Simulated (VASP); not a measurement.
# TaBr4F (F-43m) in VASP: single point with PBE

Aim: the single point of TaBr4F with PBE.

Everything below comes from runs of VASP 6.6.1. Logs are shortened: lines on timing, memory, paths and dates and some standing lists are left out, and cuts for length are marked.

### Step 1. The cell of the first run

Symmetry: F-43m, No. 216, cubic system. Conventional cell: a = 8.341 Å, b = 8.341 Å, c = 8.341 Å, α = 90.00°, β = 90.00°, γ = 90.00°. Within 4.5 Å of Ta (site symmetry -43m) lie 12 Br at 3.46 Å and 4 F at 3.61 Å. Br (site symmetry 3m) has 6 Br at 2.94 to 2.96 Å and 3 Ta at 3.46 Å and 3 F at 3.46 Å within 3.9 Å. Within 4.5 Å of F (site symmetry -43m) lie 12 Br at 3.46 Å and 4 Ta at 3.61 Å.

The cell was generated, and may not be a known phase.

### Step 2. Single point, PBE, collinear spin

File INCAR:

```
ALGO = Normal
EDIFF = 1E-7
ENCUT = 520
GGA = PE
ISIF = 2
ISMEAR = 0
ISPIN = 2
LASPH = True
LCHARG = False
LMAXMIX = 4
LORBIT = 11
LREAL = False
LWAVE = False
MAGMOM = 2.46 0 0 0 0 0
NBANDS = 36
NELM = 150
PREC = Accurate
SIGMA = 0.1
```

File KPOINTS:

```
k-points
0
Gamma
  8 8 8
```

File POSCAR:

```
TaBr4F
1.0
    0.0000000000      4.1705705289      4.1705705289
    4.1705705289      0.0000000000      4.1705705289
    4.1705705289      4.1705705289      0.0000000000
Ta Br F
1 4 1
Direct
    0.2500000000      0.2500000000      0.2500000000
    0.6245922929      0.6245922929      0.1262231212
    0.6245922929      0.1262231212      0.6245922929
    0.1262231212      0.6245922929      0.6245922929
    0.6245922929      0.6245922929      0.6245922929
    0.0000000000      0.0000000000      0.0000000000
```

Potentials or basis: VASP PAW PBE potentials, release 64 (Ta_pv, Br, F).

Run with:

```
> cat potpaw_PBE.64/Ta_pv/POTCAR potpaw_PBE.64/Br/POTCAR potpaw_PBE.64/F/POTCAR > POTCAR
> mpirun -np 1 vasp_std > vasp.out
```

OUTCAR:

```text
EDIFF = 1E-7
   ENCUT = 520
   GGA = PE
   ISIF = 2
   ISMEAR = 0
   ISPIN = 2
   LASPH = True
   LORBIT = 11
   LREAL = False
   NELM = 150
   PREC = Accurate

 ion  position               nearest neighbor table
   1  0.250  0.250  0.250-
   2  0.625  0.625  0.126-
   3  0.625  0.126  0.625-
   4  0.126  0.625  0.625-
   5  0.625  0.625  0.625-
   6  0.000  0.000  0.000-

  LATTYP: Found a face centered cubic cell.
 ALAT       =     8.3411410578

  Lattice vectors:

 A1 = (   0.0000000000,   4.1705705289,   4.1705705289)
 A2 = (   4.1705705289,   0.0000000000,   4.1705705289)
 A3 = (   4.1705705289,   4.1705705289,   0.0000000000)

Analysis of symmetry for initial positions (statically):
=====================================================================
 Subroutine PRICEL returns:
 Original cell was already a primitive cell.

 Routine SETGRP: Setting up the symmetry group for a
 face centered cubic supercell.

 Subroutine GETGRP returns: Found 24 space group operations
 (whereof 24 operations were pure point group operations)
 out of a pool of 48 trial point group operations.

The static configuration has the point symmetry T_d .

Analysis of symmetry for dynamics (positions and initial velocities):
=====================================================================
 Subroutine PRICEL returns:
 Original cell was already a primitive cell.

 Routine SETGRP: Setting up the symmetry group for a
 face centered cubic supercell.

 Subroutine GETGRP returns: Found 24 space group operations
 (whereof 24 operations were pure point group operations)
 out of a pool of 48 trial point group operations.

The dynamic configuration has the point symmetry T_d .

Analysis of structural, dynamic, and magnetic symmetry:
=====================================================================
 Subroutine PRICEL returns:
 Original cell was already a primitive cell.

 Routine SETGRP: Setting up the symmetry group for a
 face centered cubic supercell.

 Subroutine GETGRP returns: Found 24 space group operations
 (whereof 24 operations were pure point group operations)
 out of a pool of 48 trial point group operations.

The overall configuration has the point symmetry T_d .

 Subroutine INISYM returns: Found 24 space group operations
 (whereof 24 operations are pure point group operations),
 and found     1 'primitive' translations

----------------------------------------------------------------------------------------

                                     Primitive cell

  volume of cell :     145.0830

  direct lattice vectors                    reciprocal lattice vectors
     0.000000000  4.170570529  4.170570529    -0.119887674  0.119887674  0.119887674
     4.170570529  0.000000000  4.170570529     0.119887674 -0.119887674  0.119887674
     4.170570529  4.170570529  0.000000000     0.119887674  0.119887674 -0.119887674

  length of vectors
     5.898077405  5.898077405  5.898077405     0.207651543  0.207651543  0.207651543

  position of ions in fractional coordinates (direct lattice)
     0.250000000  0.250000000  0.250000000
     0.624592293  0.624592293  0.126223121
     0.624592293  0.126223121  0.624592293
     0.126223121  0.624592293  0.624592293
     0.624592293  0.624592293  0.624592293
     0.000000000  0.000000000  0.000000000

  ion indices of the primitive-cell ions
   primitive index   ion index
                 1           1
                 2           2
                 3           3
                 4           4
                 5           5
                 6           6

----------------------------------------------------------------------------------------

 KPOINTS: k-points

Automatic generation of k-mesh.
 Grid dimensions read from file:
 generate k-points for:    8    8    8

 Generating k-lattice:

  Cartesian coordinates                     Fractional coordinates (reciprocal lattice)
    -0.014985959  0.014985959  0.014985959     0.125000000  0.000000000  0.000000000
     0.014985959 -0.014985959  0.014985959     0.000000000  0.125000000  0.000000000
     0.014985959  0.014985959 -0.014985959     0.000000000  0.000000000  0.125000000

  Length of vectors
     0.025956443  0.025956443  0.025956443

  Shift w.r.t. Gamma in fractional coordinates (k-lattice)
     0.000000000  0.000000000  0.000000000

 Subroutine IBZKPT returns following result:
 ===========================================

 Found     29 irreducible k-points:

 Following reciprocal coordinates:
            Coordinates               Weight
  0.000000  0.000000  0.000000      1.000000
  0.125000  0.000000  0.000000      8.000000
  0.250000  0.000000  0.000000      8.000000
  0.375000  0.000000  0.000000      8.000000
  0.500000  0.000000  0.000000      4.000000
  0.125000  0.125000  0.000000      6.000000
[... 16 lines left out ...]
  0.500000  0.250000  0.125000     48.000000
 -0.375000  0.250000  0.125000     24.000000
 [... further k-points ...]
   k-points           NKPTS =     29   k-points in BZ     NKDIM =     29   number of bands    NBANDS=     36
   number of dos      NEDOS =    301   number of ions     NIONS =      6
   total plane-waves  NPLWV = 110592
   dimension x,y,z NGX =    48 NGY =   48 NGZ =   48
   dimension x,y,z NGXF=    96 NGYF=   96 NGZF=   96
   ions per type =               1   4   1
   NGX,Y,Z   is equivalent  to a cutoff of  13.53, 13.53, 13.53 a.u.
   NGXF,Y,Z  is equivalent  to a cutoff of  27.06, 27.06, 27.06 a.u.
 SYSTEM =  unknown system
   PREC   = accura    normal or accurate (medium, high low for compatibility)
   ISTART =      0    job   : 0-new  1-cont  2-samecut
   ICHARG =      2    charge: 1-file 2-atom 10-const
   ISPIN  =      2    spin polarized calculation?
   LNONCOLLINEAR =      F non collinear calculations
   LSORBIT =      F    spin-orbit coupling
   LASPH  =      T    aspherical Exc in radial PAW
   ENCUT  =  520.0 eV  38.22 Ry    6.18 a.u.  10.97 10.97 10.97*2*pi/ulx,y,z
   NELM   =    150;   NELMIN=  2; NELMDL= -5     # of ELM steps
   EDIFF  = 0.1E-06   stopping-criterion for ELM
   LREAL  =      F    real-space projection
   EDIFFG = 0.1E-05   stopping-criterion for IOM
   NSW    =      0    number of steps for IOM
   IBRION =     -1    ionic relax: 0-MD 1-quasi-New 2-CG
   NFREE  =      0    steps in history (QN), initial steepest desc. (CG)
   ISIF   =      2    stress and relaxation
   ISYM   =      2    0-nonsym 1-usesym 2-fastsym
   POTIM  = 0.5000    time-step for ionic-motion
   TEBEG  =    0.0;   TEEND  =   0.0 temperature during run
   PSTRESS=    0.0 pullay stress
   NELECT =      46.0000    total number of electrons
   NUPDOWN=      -1.0000    fix difference up-down
   EMIN   =  10.00;   EMAX   =-10.00  energy-range for DOS
   EFERMI =   0.00;   METHOD = LEGACY
   ISMEAR =     0;   SIGMA  =   0.10  broadening in eV -4-tet -1-fermi 0-gaus
   EFERMI_NEDOS =   21; number of points for ismear=-14 and -15
   IALGO  =     38    algorithm
   IMIX   =      4    mixing-type and parameters
     AMIX     =   0.40;   BMIX     =  1.00
     AMIX_MAG =   1.60;   BMIX_MAG =  1.00
  volume/ion in A,a.u.               =      24.18       163.18
  Fermi-wavevector in a.u.,A,eV,Ry     =   1.116320  2.109539 16.955172  1.246170
  Thomas-Fermi vector in A             =   2.252933
   LORBIT       =     11    0 simple, 1 ext, 2 COOP (PROOUT), +10 PAW based schemes
   GGA     = PE    functional components
   LHFCALC =     F    Hartree Fock is set to
   AEXX    =    0.0000 exact exchange contribution
   IVDW    =     0    specifies the selected vdW correction
   LEPSILON=     F    determine dielectric tensor
   LRPA    =     F    only Hartree local field effects (RPA)
 spin polarized calculation
 Gauss-broadening in eV      SIGMA  =   0.10
  energy-cutoff  :      520.00
  volume of cell :      145.08
 maximum number of plane-waves:      3928
 NGX is ok and might be reduce to    48
   NGX = 21   NGY = 21   NGZ = 21

 number of electron      46.0000003 magnetization       0.0098149

 number of electron      46.0000003 magnetization      -0.1343134

 Free energy of the ion-electron system (eV)
  ---------------------------------------------------
  ext. energy  EPLUGINS =         0.00000000
  ---------------------------------------------------
  free energy    TOTEN  =       -14.13438135 eV

  energy without entropy =      -14.06584014  energy(sigma->0) =      -14.10011074

 E-fermi :   2.5011     XC(G=0):  -9.4117

 val. band max:        2.5003814999   @ k =   0.5000   0.2500   0.0000
 cond. band min:       2.5053215133   @ k =   0.3750   0.1250   0.0000
 fundamental gap:      0.0049400134
 Fermi energy:         2.5010594286

 spin component 1

 k-point     1 :       0.0000    0.0000    0.0000
  band No.  band energies     occupation
      1     -33.9762      1.00000
      2     -33.9762      1.00000
      3     -33.9762      1.00000
      4     -17.4461      1.00000
      5     -14.2790      1.00000
      6     -11.9708      1.00000
[... 27 lines left out ...]
     34      11.2408      0.00000
     35      11.2408      0.00000

 k-point     2 :       0.1250    0.0000    0.0000
  band No.  band energies     occupation
      1     -33.9762      1.00000
      2     -33.9762      1.00000
      3     -33.9762      1.00000
      4     -17.4456      1.00000
      5     -14.2316      1.00000
      6     -12.0732      1.00000
[... 27 lines left out ...]
     34      11.3593      0.00000
     35      11.4005      0.00000
[... 796 lines left out ...]
     34      11.7356      0.00000
     35      11.9094      0.00000

 k-point    24 :      -0.3750    0.2500    0.1250
  band No.  band energies     occupation
      1     -33.9763      1.00000
      2     -33.9762      1.00000
      3     -33.9762      1.00000
      4     -17.4415      1.00000
      5     -13.6933      1.00000
      6     -12.9299      1.00000
[... 27 lines left out ...]
     34      11.8037      0.00000
     35      11.9031      0.00000

 [... further k-points ...]

 spin component 2

 k-point     1 :       0.0000    0.0000    0.0000
  band No.  band energies     occupation
      1     -34.1049      1.00000
      2     -34.1049      1.00000
      3     -34.1048      1.00000
      4     -17.4273      1.00000
      5     -14.2514      1.00000
      6     -11.9423      1.00000
[... 27 lines left out ...]
     34      11.2265      0.00000
     35      11.2265      0.00000

 k-point     2 :       0.1250    0.0000    0.0000
  band No.  band energies     occupation
      1     -34.1049      1.00000
      2     -34.1049      1.00000
      3     -34.1049      1.00000
      4     -17.4268      1.00000
      5     -14.2039      1.00000
      6     -12.0447      1.00000
[... 27 lines left out ...]
     34      11.3461      0.00000
     35      11.3863      0.00000
[... 796 lines left out ...]
     34      11.7301      0.00000
     35      11.9007      0.00000

 k-point    24 :      -0.3750    0.2500    0.1250
  band No.  band energies     occupation
      1     -34.1050      1.00000
      2     -34.1049      1.00000
      3     -34.1049      1.00000
      4     -17.4226      1.00000
      5     -13.6646      1.00000
      6     -12.9021      1.00000
[... 27 lines left out ...]
     34      11.7947      0.00000
     35      11.9014      0.00000

 [... further k-points ...]

 [bands above 35 left out]

------------------------ aborting loop because EDIFF is reached ----------------------------------------

  FORCE on cell =-STRESS in cart. coord.  units (eV):
  Direction    XX          YY          ZZ          XY          YZ          ZX
  --------------------------------------------------------------------------------------
  -------------------------------------------------------------------------------------
  Total       -0.6115170     -0.6115170     -0.6115170      0.0000000     -0.0000000      0.0000000
  in kB       -6.7530923     -6.7530923     -6.7530923      0.0000000     -0.0000000      0.0000000
  external PRESSURE =      -6.7530923 kB  Pullay stress =       0.0000000 kB

 VOLUME and BASIS-vectors are now :
 -----------------------------------------------------------------------------
  energy-cutoff  :      520.00
  volume of cell :      145.08
      direct lattice vectors                 reciprocal lattice vectors
     0.000000000  4.170570529  4.170570529    -0.119887674  0.119887674  0.119887674
     4.170570529  0.000000000  4.170570529     0.119887674 -0.119887674  0.119887674
     4.170570529  4.170570529  0.000000000     0.119887674  0.119887674 -0.119887674

 POSITION                                       TOTAL-FORCE (eV/Angst)
 -----------------------------------------------------------------------------------
      2.08529      2.08529      2.08529        -0.000000      0.000000      0.000000
      3.13133      3.13133      5.20981        -0.068609     -0.068609      0.068609
      3.13133      5.20981      3.13133        -0.068609      0.068609     -0.068609
      5.20981      3.13133      3.13133         0.068609     -0.068609     -0.068609
      5.20981      5.20981      5.20981         0.068609      0.068609      0.068609
      0.00000      0.00000      0.00000        -0.000000      0.000000      0.000000
 -----------------------------------------------------------------------------------
    total drift:                                0.000000      0.000000      0.000001

  FREE ENERGIE OF THE ION-ELECTRON SYSTEM (eV)
  ---------------------------------------------------
  free  energy   TOTEN  =       -14.1343813523 eV

  energy  without entropy=      -14.0658401352  energy(sigma->0) =      -14.10011074

 total charge

# of ion       s       p       d       tot
------------------------------------------
    1        0.192   5.957   2.086   8.235
    2        1.654   3.064   0.039   4.757
    3        1.654   3.064   0.039   4.757
    4        1.654   3.064   0.039   4.757
    5        1.654   3.064   0.039   4.757
    6        1.740   4.230   0.000   5.970
--------------------------------------------------
tot          8.547  22.443   2.242  33.231

 magnetization (x)

# of ion       s       p       d       tot
------------------------------------------
    1       -0.005  -0.001  -0.197  -0.203
    2        0.001   0.025   0.000   0.026
    3        0.001   0.025   0.000   0.026
    4        0.001   0.025   0.000   0.026
    5        0.001   0.025   0.000   0.026
    6        0.000   0.010   0.000   0.010
--------------------------------------------------
tot         -0.003   0.110  -0.197  -0.090
```

Run time: 17 min. Hardware: 1 thread of AMD EPYC 7R13 (Zen 3), shared host; peak memory 0.51 GiB.

Results:

```
Free energy                                           : -14.1344 eV
Pressure                                              : -0.7 GPa
Largest force                                         : 0.119 eV/Å
Net moment                                            : -0.13 μB per cell
Site moments                                          : Ta -0.20; Br +0.03; F +0.01 μB
Valence electrons inside the program's atomic spheres : Ta 8.23; Br 4.76; F 5.97
```

Forces on the atoms (eV/Å):
```
Ta   0.000  0.000  0.000
Br  -0.069 -0.069  0.069
Br  -0.069  0.069 -0.069
Br   0.069 -0.069 -0.069
Br   0.069  0.069  0.069
F    0.000  0.000  0.000
```

Caveat: spin-orbit coupling is left out, which moves the levels of the heavy elements.
